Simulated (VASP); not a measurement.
# CaO (R-3m) in VASP: single point with PBEsol

Aim: the single point of CaO with PBEsol.

Program: VASP 6.6.1. These are calculated values, not measurements. Logs are shortened: lines on timing, memory, paths and dates and some standing lists are left out, and cuts for length are marked.

### 1 The cell of the first run

It takes space group R-3m (No. 166, trigonal). Conventional cell: a = 3.463 Å, b = 3.463 Å, c = 16.967 Å, α = 90.00°, β = 90.00°, γ = 120.00°. Within 3.3 Å of Ca (site symmetry -3m) lie 6 O at 2.50 Å. Ca (site symmetry -3m) has 6 O at 2.40 Å within 3.2 Å. O (site symmetry 3m) has 6 Ca at 2.40 to 2.50 Å and 12 O at 3.32 to 3.61 Å within 3.7 Å.

### 2 Single point, PBEsol (atoms displaced along a vibrational mode)

The input, INCAR:

```
PREC = Accurate
ENCUT = 520
EDIFF = 1E-6
ISMEAR = 0
SIGMA = 0.05
LREAL = F
LASPH = T
NELM = 100
ALGO = Normal
ISIF = 2
LWAVE = F
LCHARG = F
GGA = PS
ISYM = 0
NBANDS = 24
```

The input, KPOINTS:

```
regular mesh
0
Gamma
  9 9 8
```

The input, POSCAR:

```
CaO
1.0
    0.0000000000     -2.4490000000     -2.4490000000
   -2.4490000000      0.0000000000     -2.4490000000
    2.4490000000      2.4490000000     -4.8980000000
Ca O
2 2
Direct
    0.5000000000      0.5000000000      0.5000000000
    0.0000000000      0.0000000000      0.0000000000
    0.7446979422      0.7446979422      0.7659130840
    0.2553020578      0.2553020578      0.2340869160
```

Potentials or basis: VASP PAW PBE potentials, release 64 (Ca_sv, O).

The run is started by

```sh
$ cat potpaw_PBE.64/Ca_sv/POTCAR potpaw_PBE.64/O/POTCAR > POTCAR
$ mpirun -np 1 vasp_std > vasp.out
```

OUTCAR:

```text
PREC = Accurate
   ENCUT = 520
   EDIFF = 1E-6
   ISMEAR = 0
   LREAL = F
   LASPH = T
   NELM = 100
   ISIF = 2
   GGA = PS
   ISYM = 0

 ion  position               nearest neighbor table
   1  0.500  0.500  0.500-   4 2.50   4 2.50   3 2.50   3 2.50   3 2.50   4 2.50
   2  0.000  0.000  0.000-   3 2.40   4 2.40   3 2.40   3 2.40   4 2.40   4 2.40
   3  0.745  0.745  0.766-   2 2.40   2 2.40   2 2.40   1 2.50   1 2.50   1 2.50
   4  0.255  0.255  0.234-   2 2.40   2 2.40   2 2.40   1 2.50   1 2.50   1 2.50

IMPORTANT INFORMATION: All symmetrisations will be switched off!
NOSYMM: (Re-)initialisation of all symmetry stuff for point group C_1.

----------------------------------------------------------------------------------------

                                     Primitive cell

  volume of cell :      58.7525

  direct lattice vectors                    reciprocal lattice vectors
     0.000000000 -2.449000000 -2.449000000     0.102082483 -0.306247448 -0.102082483
    -2.449000000  0.000000000 -2.449000000    -0.306247448  0.102082483 -0.102082483
     2.449000000  2.449000000 -4.898000000     0.102082483  0.102082483 -0.102082483

  length of vectors
     3.463409014  3.463409014  5.998800380     0.338569293  0.338569293  0.176812047

  position of ions in fractional coordinates (direct lattice)
     0.500000000  0.500000000  0.500000000
     0.000000000  0.000000000  0.000000000
     0.744697942  0.744697942  0.765913084
     0.255302058  0.255302058  0.234086916

  ion indices of the primitive-cell ions
   primitive index   ion index
                 1           1
                 2           2
                 3           3
                 4           4

----------------------------------------------------------------------------------------

 KPOINTS: regular mesh

Automatic generation of k-mesh.
 Grid dimensions read from file:
 generate k-points for:    9    9    8

 Generating k-lattice:

  Cartesian coordinates                     Fractional coordinates (reciprocal lattice)
     0.011342498 -0.034027494 -0.011342498     0.111111111  0.000000000  0.000000000
    -0.034027494  0.011342498 -0.011342498     0.000000000  0.111111111  0.000000000
     0.012760310  0.012760310 -0.012760310     0.000000000  0.000000000  0.125000000

  Length of vectors
     0.037618810  0.037618810  0.022101506

  Shift w.r.t. Gamma in fractional coordinates (k-lattice)
     0.000000000  0.000000000  0.000000000

 -----------------------------------------------------------------------------
|                                                                             |
|           W    W    AA    RRRRR   N    N  II  N    N   GGGG   !!!           |
|           W    W   A  A   R    R  NN   N  II  NN   N  G    G  !!!           |
|           W    W  A    A  R    R  N N  N  II  N N  N  G       !!!           |
|           W WW W  AAAAAA  RRRRR   N  N N  II  N  N N  G  GGG   !            |
|           WW  WW  A    A  R   R   N   NN  II  N   NN  G    G                |
|           W    W  A    A  R    R  N    N  II  N    N   GGGG   !!!           |
|                                                                             |
|     Your reciprocal lattice and k-lattice belong to different lattice       |
|     classes:                                                                |
|                                                                             |
|        The reciprocal lattice is rhombohedral (trigonal),                   |
|        whereas your k-lattice is base-centered monoclinic.                  |
|                                                                             |
|     Results are often still useful ...                                      |
|                                                                             |
 -----------------------------------------------------------------------------

 WARNING: IBZKPT: internal override: KBLOWUP is changed to .FALSE.
      ... skipping the blow-up phase ...

 Subroutine IBZKPT returns following result:
 ===========================================

 Found    325 irreducible k-points:

 Following reciprocal coordinates:
            Coordinates               Weight
  0.000000  0.000000  0.000000      1.000000
  0.111111  0.000000  0.000000      2.000000
  0.222222  0.000000  0.000000      2.000000
  0.333333  0.000000  0.000000      2.000000
  0.444444  0.000000  0.000000      2.000000
  0.000000  0.111111  0.000000      2.000000
[... 16 lines left out ...]
 -0.111111  0.222222  0.000000      2.000000
  0.000000  0.333333  0.000000      2.000000
 [... further k-points ...]
   k-points           NKPTS =    325   k-points in BZ     NKDIM =    325   number of bands    NBANDS=     24
   number of dos      NEDOS =    301   number of ions     NIONS =      4
   total plane-waves  NPLWV =  37632
   dimension x,y,z NGX =    28 NGY =   28 NGZ =   48
   dimension x,y,z NGXF=    56 NGYF=   56 NGZF=   96
   ions per type =               2   2
   NGX,Y,Z   is equivalent  to a cutoff of  13.44, 13.44, 13.30 a.u.
   NGXF,Y,Z  is equivalent  to a cutoff of  26.88, 26.88, 26.60 a.u.
 SYSTEM =  unknown system
   PREC   = accura    normal or accurate (medium, high low for compatibility)
   ISTART =      0    job   : 0-new  1-cont  2-samecut
   ICHARG =      2    charge: 1-file 2-atom 10-const
   ISPIN  =      1    spin polarized calculation?
   LNONCOLLINEAR =      F non collinear calculations
   LSORBIT =      F    spin-orbit coupling
   LASPH  =      T    aspherical Exc in radial PAW
   ENCUT  =  520.0 eV  38.22 Ry    6.18 a.u.   6.44  6.44 11.15*2*pi/ulx,y,z
   NELM   =    100;   NELMIN=  2; NELMDL= -5     # of ELM steps
   EDIFF  = 0.1E-05   stopping-criterion for ELM
   LREAL  =      F    real-space projection
   EDIFFG = 0.1E-04   stopping-criterion for IOM
   NSW    =      0    number of steps for IOM
   IBRION =     -1    ionic relax: 0-MD 1-quasi-New 2-CG
   NFREE  =      0    steps in history (QN), initial steepest desc. (CG)
   ISIF   =      2    stress and relaxation
   ISYM   =      0    0-nonsym 1-usesym 2-fastsym
   POTIM  = 0.5000    time-step for ionic-motion
   TEBEG  =    0.0;   TEEND  =   0.0 temperature during run
   PSTRESS=    0.0 pullay stress
   NELECT =      32.0000    total number of electrons
   NUPDOWN=      -1.0000    fix difference up-down
   EMIN   =  10.00;   EMAX   =-10.00  energy-range for DOS
   EFERMI =   0.00;   METHOD = LEGACY
   ISMEAR =     0;   SIGMA  =   0.05  broadening in eV -4-tet -1-fermi 0-gaus
   EFERMI_NEDOS =   21; number of points for ismear=-14 and -15
   IALGO  =     38    algorithm
   IMIX   =      4    mixing-type and parameters
     AMIX     =   0.40;   BMIX     =  1.00
     AMIX_MAG =   1.60;   BMIX_MAG =  1.00
  volume/ion in A,a.u.               =      14.69        99.12
  Fermi-wavevector in a.u.,A,eV,Ry     =   1.336953  2.526474 24.319632  1.787443
  Thomas-Fermi vector in A             =   2.465539
   LORBIT       =      0    0 simple, 1 ext, 2 COOP (PROOUT), +10 PAW based schemes
   GGA     = PS    functional components
   LHFCALC =     F    Hartree Fock is set to
   AEXX    =    0.0000 exact exchange contribution
   IVDW    =     0    specifies the selected vdW correction
   LEPSILON=     F    determine dielectric tensor
   LRPA    =     F    only Hartree local field effects (RPA)
 non-spin polarized calculation
 Gauss-broadening in eV      SIGMA  =   0.05
  energy-cutoff  :      520.00
  volume of cell :       58.75
 maximum number of plane-waves:      1605
 NGX is ok and might be reduce to    28
   NGX = 13   NGY = 13   NGZ = 23

 number of electron      31.9999995 magnetization

 Free energy of the ion-electron system (eV)
  ---------------------------------------------------
  ext. energy  EPLUGINS =         0.00000000
  ---------------------------------------------------
  free energy    TOTEN  =       -26.63292861 eV

  energy without entropy =      -26.63292861  energy(sigma->0) =      -26.63292861

 E-fermi :   2.2002     XC(G=0): -10.4574

 val. band max:        1.9073816948   @ k =   0.0000   0.0000   0.0000
 cond. band min:       5.4359220460   @ k =   0.0000   0.4444   0.5000
 fundamental gap:      3.5285403512
 Fermi energy:         2.2001769765

 k-point     1 :       0.0000    0.0000    0.0000
  band No.  band energies     occupation
      1     -36.0960      2.00000
      2     -35.2835      2.00000
      3     -17.6165      2.00000
      4     -17.0399      2.00000
      5     -17.0399      2.00000
      6     -16.5363      2.00000
[... 16 lines left out ...]
     23       9.2486      0.00000
     24       9.8138      0.00000

 k-point     2 :       0.1111    0.0000    0.0000
  band No.  band energies     occupation
      1     -36.0898      2.00000
      2     -35.2772      2.00000
      3     -17.5692      2.00000
      4     -17.1078      2.00000
      5     -17.0509      2.00000
      6     -16.5364      2.00000
[... 16 lines left out ...]
     23       9.3753      0.00000
     24       9.6073      0.00000

 k-point     3 :       0.2222    0.0000    0.0000
  band No.  band energies     occupation
      1     -36.0741      2.00000
      2     -35.2610      2.00000
      3     -17.4516      2.00000
      4     -17.2709      2.00000
      5     -17.0785      2.00000
      6     -16.5645      2.00000
[... 16 lines left out ...]
     23       9.7170      0.00000
     24      10.0051      0.00000
[... 514 lines left out ...]
 k-point    23 :      -0.1111    0.2222    0.0000
  band No.  band energies     occupation
      1     -36.0621      2.00000
      2     -35.2484      2.00000
      3     -17.3922      2.00000
      4     -17.3469      2.00000
      5     -17.1215      2.00000
      6     -16.6816      2.00000
[... 16 lines left out ...]
     23       9.9410      0.00000
     24      10.2251      0.00000

 k-point    24 :       0.0000    0.3333    0.0000
  band No.  band energies     occupation
      1     -36.0561      2.00000
      2     -35.2424      2.00000
      3     -17.4631      2.00000
      4     -17.2941      2.00000
      5     -17.1095      2.00000
      6     -16.7901      2.00000
[... 16 lines left out ...]
     23      10.0862      0.00000
     24      10.1785      0.00000

 [... further k-points ...]

------------------------ aborting loop because EDIFF is reached ----------------------------------------

  FORCE on cell =-STRESS in cart. coord.  units (eV):
  Direction    XX          YY          ZZ          XY          YZ          ZX
  --------------------------------------------------------------------------------------
  -------------------------------------------------------------------------------------
  Total       -2.5952316     -2.5952373     -2.5949831     -0.0724106      0.0724499      0.0724528
  in kB      -70.7718193    -70.7719741    -70.7650412     -1.9746336      1.9757040      1.9757851
  external PRESSURE =     -70.7696116 kB  Pullay stress =       0.0000000 kB

 VOLUME and BASIS-vectors are now :
 -----------------------------------------------------------------------------
  energy-cutoff  :      520.00
  volume of cell :       58.75
      direct lattice vectors                 reciprocal lattice vectors
     0.000000000 -2.449000000 -2.449000000     0.102082483 -0.306247448 -0.102082483
    -2.449000000  0.000000000 -2.449000000    -0.306247448  0.102082483 -0.102082483
     2.449000000  2.449000000 -4.898000000     0.102082483  0.102082483 -0.102082483

 POSITION                                       TOTAL-FORCE (eV/Angst)
 -----------------------------------------------------------------------------------
      0.00000      0.00000     -4.89800        -0.000004     -0.000004      0.000004
      0.00000      0.00000      0.00000        -0.000006     -0.000006      0.000007
      0.05196      0.05196     -7.39897        -0.568198     -0.568198      0.568451
     -0.05196     -0.05196     -2.39703         0.568209      0.568208     -0.568462
 -----------------------------------------------------------------------------------
    total drift:                                0.000017      0.000016     -0.000017

  FREE ENERGIE OF THE ION-ELECTRON SYSTEM (eV)
  ---------------------------------------------------
  free  energy   TOTEN  =       -26.6329286056 eV

  energy  without entropy=      -26.6329286056  energy(sigma->0) =      -26.63292861
```

Run time: 7.7 min. Hardware: 1 thread of Intel Xeon Platinum 8375C at 2.90GHz (Ice Lake), shared host; peak memory 0.48 GiB.

What came out:

* Free energy: -26.6329 eV
* Pressure: -7.1 GPa
* Largest force: 0.984 eV/Å
* Band gap on the k mesh: 3.53 eV

Forces on the atoms (eV/Å):
```
Ca   0.000  0.000  0.000
Ca   0.000  0.000  0.000
O   -0.568 -0.568  0.568
O    0.568  0.568 -0.568
```

Caveat: the cell differs from its parent crystal (atoms displaced along a vibrational mode); the cell stands under tension; the PAW data sets were made with another functional, which shifts forces and pressure a little. A k mesh can miss the band edges.
